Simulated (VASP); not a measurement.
# HfSc2N2 (P4/mmm) in VASP: a series of runs

The runs below take HfSc2N2 through single point, relaxation of cell and atoms, with PBE.

Everything below comes from runs of VASP 6.6.1. Logs are shortened: lines on timing, memory, paths and dates and some standing lists are left out, and cuts for length are marked.

## (1) The cell of the first run

The structure is tetragonal, space group P4/mmm (No. 123). Conventional cell: a = 5.432 Å, b = 5.432 Å, c = 5.358 Å, α = 90.00°, β = 90.00°, γ = 90.00°. Within 2.7 Å of Hf (site symmetry 4/mmm) lie 2 N at 2.08 Å. Sc (site symmetry mmm) has 2 Hf at 2.72 Å and 4 N at 3.42 Å within 3.6 Å. N (site symmetry 4mm) has 1 N at 1.21 Å within 1.6 Å.

## (2) Single point, PBE

File INCAR:

```
ALGO = Normal
EDIFF = 1E-7
ENCUT = 520
GGA = PE
ISIF = 2
ISMEAR = 0
LASPH = True
LCHARG = False
LREAL = False
LWAVE = False
NBANDS = 29
NELM = 100
PREC = Accurate
SIGMA = 0.1
```

File KPOINTS:

```
k-points
0
Gamma
  4 4 4
```

File POSCAR:

```
HfSc2N2
1.0
    5.4318511616      0.0000000000      0.0000000000
    0.0000000000      5.4318511616      0.0000000000
    0.0000000000      0.0000000000      5.3583712888
Hf Sc N
1 2 2
Direct
    0.0000000000      0.0000000000      0.0000000000
    0.5000000000      0.0000000000      0.0000000000
    0.0000000000      0.5000000000      0.0000000000
    0.0000000000      0.0000000000      0.6125073765
    0.0000000000      0.0000000000      0.3874926235
```

Potentials or basis: VASP PAW PBE potentials, release 64 (Hf_pv, Sc_sv, N).

Run with:

```
$ cat potpaw_PBE.64/Hf_pv/POTCAR potpaw_PBE.64/Sc_sv/POTCAR potpaw_PBE.64/N/POTCAR > POTCAR
$ mpirun -np 1 vasp_std > vasp.out
```

OUTCAR:

```text
EDIFF = 1E-7
   ENCUT = 520
   GGA = PE
   ISIF = 2
   ISMEAR = 0
   LASPH = True
   LREAL = False
   NELM = 100
   PREC = Accurate

 ion  position               nearest neighbor table
   1  0.000  0.000  0.000-   4 2.08   5 2.08   2 2.72   3 2.72   3 2.72   2 2.72
   2  0.500  0.000  0.000-   1 2.72   1 2.72
   3  0.000  0.500  0.000-   1 2.72   1 2.72
   4  0.000  0.000  0.613-   5 1.21   1 2.08
   5  0.000  0.000  0.387-   4 1.21   1 2.08

  LATTYP: Found a simple tetragonal cell.
 ALAT       =     5.4318511616
 C/A-ratio  =     0.9864724068

  Lattice vectors:

 A1 = (   5.4318511616,   0.0000000000,   0.0000000000)
 A2 = (   0.0000000000,   5.4318511616,   0.0000000000)
 A3 = (   0.0000000000,   0.0000000000,   5.3583712888)

Analysis of symmetry for initial positions (statically):
=====================================================================
 Subroutine PRICEL returns:
 Original cell was already a primitive cell.

 Routine SETGRP: Setting up the symmetry group for a
 simple tetragonal supercell.

 Subroutine GETGRP returns: Found 16 space group operations
 (whereof 16 operations were pure point group operations)
 out of a pool of 16 trial point group operations.

The static configuration has the point symmetry D_4h.

Analysis of symmetry for dynamics (positions and initial velocities):
=====================================================================
 Subroutine PRICEL returns:
 Original cell was already a primitive cell.

 Routine SETGRP: Setting up the symmetry group for a
 simple tetragonal supercell.

 Subroutine GETGRP returns: Found 16 space group operations
 (whereof 16 operations were pure point group operations)
 out of a pool of 16 trial point group operations.

The dynamic configuration has the point symmetry D_4h.

 Subroutine INISYM returns: Found 16 space group operations
 (whereof 16 operations are pure point group operations),
 and found     1 'primitive' translations

----------------------------------------------------------------------------------------

                                     Primitive cell
[... 83 lines left out ...]
   ICHARG =      2    charge: 1-file 2-atom 10-const
   ISPIN  =      1    spin polarized calculation?
   LNONCOLLINEAR =      F non collinear calculations
   LSORBIT =      F    spin-orbit coupling
   LASPH  =      T    aspherical Exc in radial PAW
   ENCUT  =  520.0 eV  38.22 Ry    6.18 a.u.  10.10 10.10  9.96*2*pi/ulx,y,z
   NELM   =    100;   NELMIN=  2; NELMDL= -5     # of ELM steps
   EDIFF  = 0.1E-06   stopping-criterion for ELM
   LREAL  =      F    real-space projection
   EDIFFG = 0.1E-05   stopping-criterion for IOM
   NSW    =      0    number of steps for IOM
   IBRION =     -1    ionic relax: 0-MD 1-quasi-New 2-CG
   NFREE  =      0    steps in history (QN), initial steepest desc. (CG)
   ISIF   =      2    stress and relaxation
   ISYM   =      2    0-nonsym 1-usesym 2-fastsym
   POTIM  = 0.5000    time-step for ionic-motion
   TEBEG  =    0.0;   TEEND  =   0.0 temperature during run
   PSTRESS=    0.0 pullay stress
   NELECT =      42.0000    total number of electrons
   NUPDOWN=      -1.0000    fix difference up-down
   EMIN   =  10.00;   EMAX   =-10.00  energy-range for DOS
   EFERMI =   0.00;   METHOD = LEGACY
   ISMEAR =     0;   SIGMA  =   0.10  broadening in eV -4-tet -1-fermi 0-gaus
   EFERMI_NEDOS =   21; number of points for ismear=-14 and -15
   IALGO  =     38    algorithm
   IMIX   =      4    mixing-type and parameters
     AMIX     =   0.40;   BMIX     =  1.00
     AMIX_MAG =   1.60;   BMIX_MAG =  1.00
  volume/ion in A,a.u.               =      31.62       213.38
  Fermi-wavevector in a.u.,A,eV,Ry     =   1.052402  1.988752 15.069138  1.107550
  Thomas-Fermi vector in A             =   2.187483
   LORBIT       =      0    0 simple, 1 ext, 2 COOP (PROOUT), +10 PAW based schemes
   GGA     = PE    functional components
   LHFCALC =     F    Hartree Fock is set to
   AEXX    =    0.0000 exact exchange contribution
   IVDW    =     0    specifies the selected vdW correction
   LEPSILON=     F    determine dielectric tensor
   LRPA    =     F    only Hartree local field effects (RPA)
 non-spin polarized calculation
 Gauss-broadening in eV      SIGMA  =   0.10
  energy-cutoff  :      520.00
  volume of cell :      158.10
 maximum number of plane-waves:      4279
   NGX = 21   NGY = 21   NGZ = 19

 number of electron      42.0000000 magnetization

 Free energy of the ion-electron system (eV)
  ---------------------------------------------------
  ext. energy  EPLUGINS =         0.00000000
  ---------------------------------------------------
  free energy    TOTEN  =       -35.32099406 eV

  energy without entropy =      -35.29842041  energy(sigma->0) =      -35.30970723

 E-fermi :   1.0139     XC(G=0):  -7.3784

 val. band max:        0.9719076885   @ k =   0.2500   0.2500   0.2500
 cond. band min:       1.0284514559   @ k =   0.2500   0.0000   0.5000
 fundamental gap:      0.0565437674
 Fermi energy:         1.0139120515

 k-point     1 :       0.0000    0.0000    0.0000
  band No.  band energies     occupation
      1     -49.3102      2.00000
      2     -49.3065      2.00000
      3     -28.9612      2.00000
      4     -28.9612      2.00000
      5     -28.7847      2.00000
      6     -28.2483      2.00000
[... 565 lines left out ...]
     28       2.7765      0.00000
     29       3.0216      0.00000

------------------------ aborting loop because EDIFF is reached ----------------------------------------

  FORCE on cell =-STRESS in cart. coord.  units (eV):
  Direction    XX          YY          ZZ          XY          YZ          ZX
  --------------------------------------------------------------------------------------
  -------------------------------------------------------------------------------------
  Total        0.3205253      0.3205253      0.0355421      0.0000000      0.0000000     -0.0000000
  in kB        3.2482119      3.2482119      0.3601845      0.0000000      0.0000000     -0.0000000
  external PRESSURE =       2.2855361 kB  Pullay stress =       0.0000000 kB

 VOLUME and BASIS-vectors are now :
 -----------------------------------------------------------------------------
  energy-cutoff  :      520.00
  volume of cell :      158.10
      direct lattice vectors                 reciprocal lattice vectors
     5.431851162  0.000000000  0.000000000     0.184099301  0.000000000  0.000000000
     0.000000000  5.431851162  0.000000000     0.000000000  0.184099301  0.000000000
     0.000000000  0.000000000  5.358371289     0.000000000  0.000000000  0.186623872

 POSITION                                       TOTAL-FORCE (eV/Angst)
 -----------------------------------------------------------------------------------
      0.00000      0.00000      0.00000         0.000000      0.000000      0.000000
      2.71593      0.00000      0.00000         0.000000      0.000000      0.000000
      0.00000      2.71593      0.00000         0.000000      0.000000      0.000000
      0.00000      0.00000      3.28204        -0.000000     -0.000000      0.373587
      0.00000      0.00000      2.07633         0.000000      0.000000     -0.373587
 -----------------------------------------------------------------------------------
    total drift:                                0.000000      0.000000     -0.000000

  FREE ENERGIE OF THE ION-ELECTRON SYSTEM (eV)
  ---------------------------------------------------
  free  energy   TOTEN  =       -35.3209940568 eV

  energy  without entropy=      -35.2984204112  energy(sigma->0) =      -35.30970723
```

OSZICAR:

```text
N       E                     dE             d eps       ncg     rms          rms(c)
DAV:   1     0.635721546914E+03    0.63572E+03   -0.19240E+04  1052   0.132E+03
DAV:   2     0.508702267838E+02   -0.58485E+03   -0.57378E+03  1268   0.508E+02
DAV:   3    -0.346548889613E+02   -0.85525E+02   -0.82278E+02  1899   0.183E+02
[... 10 lines left out ...]
DAV:  14    -0.353209823174E+02   -0.15669E-03   -0.25635E-04  1230   0.583E-02    0.156E-02
DAV:  15    -0.353209902278E+02   -0.79103E-05   -0.30844E-05  1728   0.276E-02    0.115E-02
DAV:  16    -0.353209934669E+02   -0.32391E-05   -0.86319E-06  1262   0.144E-02    0.336E-03
DAV:  17    -0.353209938632E+02   -0.39627E-06   -0.19407E-06  1464   0.644E-03    0.556E-03
DAV:  18    -0.353209939663E+02   -0.10311E-06   -0.88593E-07  1326   0.659E-03    0.566E-04
DAV:  19    -0.353209940568E+02   -0.90532E-07   -0.98980E-08   974   0.210E-03
   1 F= -.35320994E+02 E0= -.35309707E+02  d E =-.225736E-01
```

stdout:

```text
POSCAR found type information on POSCAR HfScN
 POSCAR found :  3 types and       5 ions
 scaLAPACK will be used
 LDA part: xc-table for (Slater+PW92), standard interpolation
 POSCAR, INCAR and KPOINTS ok, starting setup
 FFT: planning ... GRIDC
 FFT: planning ... GRID_SOFT
 FFT: planning ... GRID
 WAVECAR not read
 entering main loop
```

Run time: 59 s. Hardware: 1 thread of Intel Xeon 6975P-C (Granite Rapids), shared host; peak memory 0.28 GiB.

What came out:

| Item | Value |
| --- | --- |
| Free energy | -35.3210 eV |
| Pressure | 0.2 GPa |
| Largest force | 0.374 eV/Å |
| Band gap on the k mesh | zero (band 21 reaches 1.38 eV, above the bottom of band 22 at 0.63 eV) |

Forces on the atoms (eV/Å):
```
Hf   0.000  0.000  0.000
Sc   0.000  0.000  0.000
Sc   0.000  0.000  0.000
N    0.000  0.000  0.374
N    0.000  0.000 -0.374
```

Stress tensor (GPa, compression positive):
```
0.32 0.00 0.00
0.00 0.32 0.00
0.00 0.00 0.04
```

Caveat: the standard files for N, O and F lose accuracy on very short bonds; spin-orbit coupling is left out, which moves the levels of the heavy elements.

(Part 1 of 2 ends here.)
